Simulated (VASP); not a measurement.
# Al3O in VASP: a series of runs

Runs on Al3O. Level: LDA. Tasks: single point.

All numbers are computed with VASP 6.6.1; they aren't measurements. Logs are shortened: lines on timing, memory, paths and dates and some standing lists are left out, and cuts for length are marked.

## 1. The cell of the first run

The cell holds a slab with vacuum, 4 atoms: a = 2.817 Å, b = 2.817 Å, c = 21.104 Å, α = 90.00°, β = 90.00°, γ = 90.00°.

## 2. Single point, LDA

File INCAR:

```
PREC     = Accurate       # precision mode
ENCUT    = 520            # plane-wave cutoff, eV
EDIFF    = 1E-6           # SCF threshold, eV
ISMEAR   = 0              # smearing method
SIGMA    = 0.1            # smearing width, eV
LREAL    = False          # projectors in reciprocal space
LASPH    = True           # aspherical terms in the spheres
NELM     = 80             # most SCF steps
ALGO     = Normal         # electronic algorithm
ISIF     = 2              # what is computed and relaxed
LWAVE    = False          # write WAVECAR
LCHARG   = False          # write CHGCAR
LDIPOL   = True         
IDIPOL   = 3            
DIPOL    = 0.5 0.5 0.314
NBANDS   = 16             # bands
```

File KPOINTS:

```
Automatic mesh
0
Gamma
  9 9 1
```

File POSCAR:

```
Al3O
1.0
    2.8168432364      0.0000000000      0.0000000000
    0.0000000000      2.8168432364      0.0000000000
    0.0000000000      0.0000000000     21.1042970937
Al O
3 1
Direct
    0.5000000000      0.5000000000      0.1895348602
    0.0000000000      0.0000000000      0.2867549192
    0.5000000000      0.5000000000      0.3840117042
    1.0000000000      1.0000000000      0.3972791445
```

Potentials or basis: VASP PAW LDA potentials, release 64 (Al, O).

Run with:

```
$ cat potpaw_LDA.64/Al/POTCAR potpaw_LDA.64/O/POTCAR > POTCAR
$ mpirun -np 1 vasp_std > vasp.out
```

OUTCAR:

```text
PREC = Accurate
   ENCUT = 520
   EDIFF = 1E-6
   ISMEAR = 0
   LREAL = False
   LASPH = True
   NELM = 80
   ISIF = 2

 ion  position               nearest neighbor table
   1  0.500  0.500  0.190-   2 2.86   2 2.86   2 2.86   2 2.86
   2  0.000  0.000  0.287-   4 2.33   1 2.86   1 2.86   1 2.86   1 2.86   3 2.86   3 2.86   3 2.86
                             3 2.86
   3  0.500  0.500  0.384-   4 2.01   4 2.01   4 2.01   4 2.01   2 2.86   2 2.86   2 2.86   2 2.86

   4  0.000  0.000  0.397-   3 2.01   3 2.01   3 2.01   3 2.01   2 2.33

  LATTYP: Found a simple tetragonal cell.
 ALAT       =     2.8168432364
 C/A-ratio  =     7.4921801899

  Lattice vectors:

 A1 = (   2.8168432364,   0.0000000000,   0.0000000000)
 A2 = (   0.0000000000,   2.8168432364,   0.0000000000)
 A3 = (   0.0000000000,   0.0000000000,  21.1042970937)

Analysis of symmetry for initial positions (statically):
=====================================================================
 Subroutine PRICEL returns:
 Original cell was already a primitive cell.

 Routine SETGRP: Setting up the symmetry group for a
 simple tetragonal supercell.

 Subroutine GETGRP returns: Found  8 space group operations
 (whereof  8 operations were pure point group operations)
 out of a pool of 16 trial point group operations.

The static configuration has the point symmetry C_4v.

Analysis of symmetry for dynamics (positions and initial velocities):
=====================================================================
 Subroutine PRICEL returns:
 Original cell was already a primitive cell.

 Routine SETGRP: Setting up the symmetry group for a
 simple tetragonal supercell.

 Subroutine GETGRP returns: Found  8 space group operations
 (whereof  8 operations were pure point group operations)
 out of a pool of 16 trial point group operations.

The dynamic configuration has the point symmetry C_4v.

 Subroutine INISYM returns: Found  8 space group operations
 (whereof  8 operations are pure point group operations),
 and found     1 'primitive' translations

----------------------------------------------------------------------------------------

                                     Primitive cell

  volume of cell :     167.4543

  direct lattice vectors                    reciprocal lattice vectors
     2.816843236  0.000000000  0.000000000     0.355007331  0.000000000  0.000000000
     0.000000000  2.816843236  0.000000000     0.000000000  0.355007331  0.000000000
     0.000000000  0.000000000 21.104297094     0.000000000  0.000000000  0.047383715

  length of vectors
     2.816843236  2.816843236 21.104297094     0.355007331  0.355007331  0.047383715

  position of ions in fractional coordinates (direct lattice)
     0.500000000  0.500000000  0.189534860
     0.000000000  0.000000000  0.286754919
     0.500000000  0.500000000  0.384011704
     0.000000000  0.000000000  0.397279144

  ion indices of the primitive-cell ions
   primitive index   ion index
                 1           1
                 2           2
                 3           3
                 4           4

----------------------------------------------------------------------------------------

 KPOINTS: Automatic mesh

Automatic generation of k-mesh.
 Grid dimensions read from file:
 generate k-points for:    9    9    1

 Generating k-lattice:

  Cartesian coordinates                     Fractional coordinates (reciprocal lattice)
     0.039445259  0.000000000  0.000000000     0.111111111  0.000000000  0.000000000
     0.000000000  0.039445259  0.000000000     0.000000000  0.111111111  0.000000000
     0.000000000  0.000000000  0.047383715     0.000000000  0.000000000  1.000000000

  Length of vectors
     0.039445259  0.039445259  0.047383715

  Shift w.r.t. Gamma in fractional coordinates (k-lattice)
     0.000000000  0.000000000  0.000000000

 Subroutine IBZKPT returns following result:
 ===========================================

 Found     15 irreducible k-points:

 Following reciprocal coordinates:
            Coordinates               Weight
  0.000000  0.000000  0.000000      1.000000
  0.111111  0.000000  0.000000      4.000000
  0.222222  0.000000  0.000000      4.000000
  0.333333  0.000000  0.000000      4.000000
  0.444444  0.000000  0.000000      4.000000
  0.111111  0.111111  0.000000      4.000000
  0.222222  0.111111  0.000000      8.000000
  0.333333  0.111111  0.000000      8.000000
  0.444444  0.111111  0.000000      8.000000
  0.222222  0.222222  0.000000      4.000000
  0.333333  0.222222  0.000000      8.000000
  0.444444  0.222222  0.000000      8.000000
  0.333333  0.333333  0.000000      4.000000
  0.444444  0.333333  0.000000      8.000000
  0.444444  0.444444  0.000000      4.000000
   k-points           NKPTS =     15   k-points in BZ     NKDIM =     15   number of bands    NBANDS=     16
   number of dos      NEDOS =    301   number of ions     NIONS =      4
   total plane-waves  NPLWV =  92160
   dimension x,y,z NGX =    24 NGY =   24 NGZ =  160
   dimension x,y,z NGXF=    48 NGYF=   48 NGZF=  320
   ions per type =               3   1
   NGX,Y,Z   is equivalent  to a cutoff of  14.16, 14.16, 12.60 a.u.
   NGXF,Y,Z  is equivalent  to a cutoff of  28.33, 28.33, 25.21 a.u.
 SYSTEM =  unknown system
   PREC   = accura    normal or accurate (medium, high low for compatibility)
   ISTART =      0    job   : 0-new  1-cont  2-samecut
   ICHARG =      2    charge: 1-file 2-atom 10-const
   ISPIN  =      1    spin polarized calculation?
   LNONCOLLINEAR =      F non collinear calculations
   LSORBIT =      F    spin-orbit coupling
   LASPH  =      T    aspherical Exc in radial PAW
   ENCUT  =  520.0 eV  38.22 Ry    6.18 a.u.   5.24  5.24 39.24*2*pi/ulx,y,z
   NELM   =     80;   NELMIN=  2; NELMDL= -5     # of ELM steps
   EDIFF  = 0.1E-05   stopping-criterion for ELM
   LREAL  =      F    real-space projection
   EDIFFG = 0.1E-04   stopping-criterion for IOM
   NSW    =      0    number of steps for IOM
   IBRION =     -1    ionic relax: 0-MD 1-quasi-New 2-CG
   NFREE  =      0    steps in history (QN), initial steepest desc. (CG)
   ISIF   =      2    stress and relaxation
   ISYM   =      2    0-nonsym 1-usesym 2-fastsym
   POTIM  = 0.5000    time-step for ionic-motion
   TEBEG  =    0.0;   TEEND  =   0.0 temperature during run
   PSTRESS=    0.0 pullay stress
   NELECT =      15.0000    total number of electrons
   NUPDOWN=      -1.0000    fix difference up-down
   EMIN   =  10.00;   EMAX   =-10.00  energy-range for DOS
   EFERMI =   0.00;   METHOD = LEGACY
   ISMEAR =     0;   SIGMA  =   0.10  broadening in eV -4-tet -1-fermi 0-gaus
   EFERMI_NEDOS =   21; number of points for ismear=-14 and -15
   IALGO  =     38    algorithm
   IMIX   =      4    mixing-type and parameters
     AMIX     =   0.40;   BMIX     =  1.00
     AMIX_MAG =   1.60;   BMIX_MAG =  1.00
  volume/ion in A,a.u.               =      41.86       282.51
  Fermi-wavevector in a.u.,A,eV,Ry     =   0.732498  1.384221  7.300253  0.536553
  Thomas-Fermi vector in A             =   1.824976
   LORBIT       =      0    0 simple, 1 ext, 2 COOP (PROOUT), +10 PAW based schemes
   GGA     = CA    functional components
   LHFCALC =     F    Hartree Fock is set to
   AEXX    =    0.0000 exact exchange contribution
   IVDW    =     0    specifies the selected vdW correction
   LEPSILON=     F    determine dielectric tensor
   LRPA    =     F    only Hartree local field effects (RPA)
 non-spin polarized calculation
 Gauss-broadening in eV      SIGMA  =   0.10
  energy-cutoff  :      520.00
  volume of cell :      167.45
 maximum number of plane-waves:      4559
 NGX is ok and might be reduce to    24
   NGX = 11   NGY = 11   NGZ = 79

 dipolmoment           0.000000      0.000000      0.000005 electrons x Angstroem

 number of electron      15.0000003 magnetization

 dipolmoment           0.000000      0.000000     -0.069756 electrons x Angstroem

 Free energy of the ion-electron system (eV)
  ---------------------------------------------------
  ext. energy  EPLUGINS =         0.00000000
  ---------------------------------------------------
  free energy    TOTEN  =       -20.56240630 eV

  energy without entropy =      -20.55427698  energy(sigma->0) =      -20.55834164

 E-fermi :   0.4606     XC(G=0):  -4.3313

 val. band max:        0.4314453605   @ k =   0.2222   0.0000   0.0000
 cond. band min:       0.5044551541   @ k =   0.4444   0.4444   0.0000
 fundamental gap:      0.0730097935
 Fermi energy:         0.4606432614

 k-point     1 :       0.0000    0.0000    0.0000
  band No.  band energies     occupation
      1     -21.9928      2.00000
      2     -10.2331      2.00000
      3      -8.1392      2.00000
      4      -6.2775      2.00000
      5      -6.2775      2.00000
      6      -5.1377      2.00000
[... 8 lines left out ...]
     15       6.9671      0.00000
     16       6.9671      0.00000

 k-point     2 :       0.1111    0.0000    0.0000
  band No.  band energies     occupation
      1     -21.9003      2.00000
      2     -10.0367      2.00000
      3      -7.9770      2.00000
      4      -7.0389      2.00000
      5      -6.2414      2.00000
      6      -4.8776      2.00000
[... 8 lines left out ...]
     15       5.6725      0.00000
     16       7.1513      0.00000

 k-point     3 :       0.2222    0.0000    0.0000
  band No.  band energies     occupation
      1     -21.6523      2.00000
      2      -9.5477      2.00000
      3      -8.3856      2.00000
      4      -7.4344      2.00000
      5      -6.1480      2.00000
      6      -4.3388      2.00000
[... 8 lines left out ...]
     15       6.2948      0.00000
     16       6.8386      0.00000

 k-point     4 :       0.3333    0.0000    0.0000
  band No.  band energies     occupation
      1     -21.3413      2.00000
      2      -9.9951      2.00000
      3      -8.2542      2.00000
      4      -6.6987      2.00000
      5      -6.0377      2.00000
      6      -3.6019      2.00000
[... 8 lines left out ...]
     15       6.4748      0.00000
     16       7.3512      0.00000

 k-point     5 :       0.4444    0.0000    0.0000
  band No.  band energies     occupation
      1     -21.1175      2.00000
      2     -10.6921      2.00000
      3      -7.3340      2.00000
      4      -5.9632      2.00000
      5      -5.7639      2.00000
      6      -4.1272      2.00000
[... 8 lines left out ...]
     15       7.5419      0.00000
     16       7.9817      0.00000

 k-point     6 :       0.1111    0.1111    0.0000
  band No.  band energies     occupation
      1     -21.8100      2.00000
      2      -9.8437      2.00000
      3      -7.8202      2.00000
      4      -7.1353      2.00000
      5      -6.7778      2.00000
      6      -4.6552      2.00000
[... 8 lines left out ...]
     15       5.7240      0.00000
     16       5.8785      0.00000
[... 96 lines left out ...]
 k-point    12 :       0.4444    0.2222    0.0000
  band No.  band energies     occupation
      1     -20.8681      2.00000
      2     -10.1987      2.00000
      3      -7.6863      2.00000
      4      -6.7294      2.00000
      5      -5.0139      2.00000
      6      -3.3156      2.00000
[... 8 lines left out ...]
     15       6.4134      0.00000
     16       7.5039      0.00000

 k-point    13 :       0.3333    0.3333    0.0000
  band No.  band energies     occupation
      1     -20.8201      2.00000
      2      -9.3215      2.00000
      3      -8.7857      2.00000
      4      -6.8059      2.00000
      5      -5.2633      2.00000
      6      -2.1278      2.00000
[... 8 lines left out ...]
     15       6.4067      0.00000
     16       6.8646      0.00000

 k-point    14 :       0.4444    0.3333    0.0000
  band No.  band energies     occupation
      1     -20.6461      2.00000
      2      -9.7293      2.00000
      3      -8.7245      2.00000
      4      -6.2747      2.00000
      5      -4.0701      2.00000
      6      -2.3546      2.00000
[... 8 lines left out ...]
     15       6.5258      0.00000
     16       7.1752      0.00000

 k-point    15 :       0.4444    0.4444    0.0000
  band No.  band energies     occupation
      1     -20.4903      2.00000
      2      -9.4019      2.00000
      3      -9.3225      2.00000
      4      -5.9307      2.00000
      5      -2.7723      2.00000
      6      -1.4691      2.00000
[... 8 lines left out ...]
     15       5.6262      0.00000
     16       6.4693      0.00000

------------------------ aborting loop because EDIFF is reached ----------------------------------------

 vacuum level on the upper side and lower side of the slab       (xc-potential included)        -0.850         0.757

  FORCE on cell =-STRESS in cart. coord.  units (eV):
  Direction    XX          YY          ZZ          XY          YZ          ZX
  --------------------------------------------------------------------------------------
  -------------------------------------------------------------------------------------
  Total       -3.4484568     -3.4484568      3.3866662      0.0000000      0.0000000      0.0000000
  in kB      -32.9943154    -32.9943154     32.4031122      0.0000000      0.0000000      0.0000000
  external PRESSURE =     -11.1951729 kB  Pullay stress =       0.0000000 kB

 VOLUME and BASIS-vectors are now :
 -----------------------------------------------------------------------------
  energy-cutoff  :      520.00
  volume of cell :      167.45
      direct lattice vectors                 reciprocal lattice vectors
     2.816843236  0.000000000  0.000000000     0.355007331  0.000000000  0.000000000
     0.000000000  2.816843236  0.000000000     0.000000000  0.355007331  0.000000000
     0.000000000  0.000000000 21.104297094     0.000000000  0.000000000  0.047383715

 POSITION                                       TOTAL-FORCE (eV/Angst)
 -----------------------------------------------------------------------------------
      1.40842      1.40842      4.00000         0.000000      0.000000     -0.374131
      0.00000      0.00000      6.05176         0.000000     -0.000000     -0.662030
      1.40842      1.40842      8.10430         0.000000     -0.000000     -0.802017
      0.00000      0.00000      8.38430         0.000000      0.000000      1.838178
 -----------------------------------------------------------------------------------
    total drift:                                0.000000      0.000000      0.000358

  FREE ENERGIE OF THE ION-ELECTRON SYSTEM (eV)
  ---------------------------------------------------
  free  energy   TOTEN  =       -20.5624062951 eV

  energy  without entropy=      -20.5542769839  energy(sigma->0) =      -20.55834164

 vacuum level on the upper side and lower side of the slab         3.273         4.864
```

Run time: 37 s. Hardware: 1 thread of Intel Xeon Platinum 8488C (Sapphire Rapids), shared host; peak memory 0.23 GiB.

What came out:

| Quantity | Value |
| --- | --- |
| Free energy | -20.5624 eV |
| Largest force | 1.838 eV/Å |

Forces in eV/Å, atoms in the order of the input:
```
Al   0.000  0.000 -0.374
Al   0.000  0.000 -0.662
Al   0.000  0.000 -0.802
O    0.000  0.000  1.838
```

Caveat: an odd number of electrons without spin polarisation forces a metal; a magnetic or distorted state may lie lower.

## 3. Single point, LDA

File INCAR:

```
SYSTEM = Al3O
PREC = Accurate
ENCUT = 520
EDIFF = 1E-6
ISMEAR = 0
SIGMA = 0.1
LREAL = .FALSE.
LASPH = .TRUE.
NELM = 60
ALGO = Normal
ISIF = 2
LWAVE = .FALSE.
LCHARG = .TRUE.
LDIPOL = .TRUE.
IDIPOL = 3
DIPOL = 0.5 0.5 0.328
LELF = .TRUE.
LVHAR = .TRUE.
LVACPOTAV = .TRUE.
NBANDS = 16
```

File KPOINTS:

```
regular mesh
0
G
  9 9 1
  0 0 0
```

Changes to POSCAR since step 2:

```diff
@@ -11,2 +11,2 @@
     0.5000000000      0.5000000000      0.3840117042
-    1.0000000000      1.0000000000      0.3972791445
+    1.0000000000      1.0000000000      0.4527180911
```

Potentials or basis: VASP PAW LDA potentials, release 64 (Al, O).

Run with:

```
$ cat potpaw_LDA.64/Al/POTCAR potpaw_LDA.64/O/POTCAR > POTCAR
$ mpirun -np 1 vasp_std > vasp.out
```

OUTCAR:

```text
SYSTEM = Al3O
   PREC = Accurate
   ENCUT = 520
   EDIFF = 1E-6
   ISMEAR = 0
   LREAL = .FALSE.
   LASPH = .TRUE.
   NELM = 60
   ISIF = 2

 ion  position               nearest neighbor table
   1  0.500  0.500  0.190-   2 2.86   2 2.86   2 2.86   2 2.86
   2  0.000  0.000  0.287-   1 2.86   1 2.86   1 2.86   1 2.86   3 2.86   3 2.86   3 2.86   3 2.86

   3  0.500  0.500  0.384-   4 2.46   4 2.46   4 2.46   4 2.46   2 2.86   2 2.86   2 2.86   2 2.86

   4  0.000  0.000  0.453-   3 2.46   3 2.46   3 2.46   3 2.46
[... 480 lines left out ...]
  --------------------------------------------------------------------------------------
  -------------------------------------------------------------------------------------
  Total       -5.0832575     -5.0832575     -6.6277149      0.0000000      0.0000000      0.0000000
  in kB      -48.6358424    -48.6358424    -63.4129787      0.0000000      0.0000000      0.0000000
  external PRESSURE =     -53.5615545 kB  Pullay stress =       0.0000000 kB

 VOLUME and BASIS-vectors are now :
 -----------------------------------------------------------------------------
  energy-cutoff  :      520.00
  volume of cell :      167.45
      direct lattice vectors                 reciprocal lattice vectors
     2.816843236  0.000000000  0.000000000     0.355007331  0.000000000  0.000000000
     0.000000000  2.816843236  0.000000000     0.000000000  0.355007331  0.000000000
     0.000000000  0.000000000 21.104297094     0.000000000  0.000000000  0.047383715

 POSITION                                       TOTAL-FORCE (eV/Angst)
 -----------------------------------------------------------------------------------
      1.40842      1.40842      4.00000         0.000000      0.000000     -0.220589
      0.00000      0.00000      6.05176         0.000000     -0.000000      0.158578
      1.40842      1.40842      8.10430         0.000000     -0.000000      5.032757
      0.00000      0.00000      9.55430         0.000000     -0.000000     -4.970745
 -----------------------------------------------------------------------------------
    total drift:                               -0.000000      0.000000     -0.000201

  FREE ENERGIE OF THE ION-ELECTRON SYSTEM (eV)
  ---------------------------------------------------
  free  energy   TOTEN  =       -17.8218799887 eV

  energy  without entropy=      -17.8101691166  energy(sigma->0) =      -17.81602455

 vacuum level on the upper side and lower side of the slab         6.835         2.328
```

Wall time 42 s (1 thread of Intel Xeon Platinum 8488C (Sapphire Rapids), shared host); peak memory 0.23 GiB.

Results:

```yaml
Free_energy: -17.8219 eV
Largest_force: 5.033 eV/Å
```

Forces on the atoms (eV/Å):
```
Al   0.000  0.000 -0.221
Al   0.000  0.000  0.159
Al   0.000  0.000  5.033
O    0.000  0.000 -4.971
```

Levels at points of the mesh, in eV from the Fermi level:
```
           k point  band 5  band 6  band 7  band 8  band 9  band 10
(0.00, 0.00, 0.00)   -1.80   -0.18   -0.18    1.21    3.53     4.97
```

Caveat: an odd number of electrons without spin polarisation forces a metal; a magnetic or distorted state may lie lower.

(Continued in part 2 of 2.)
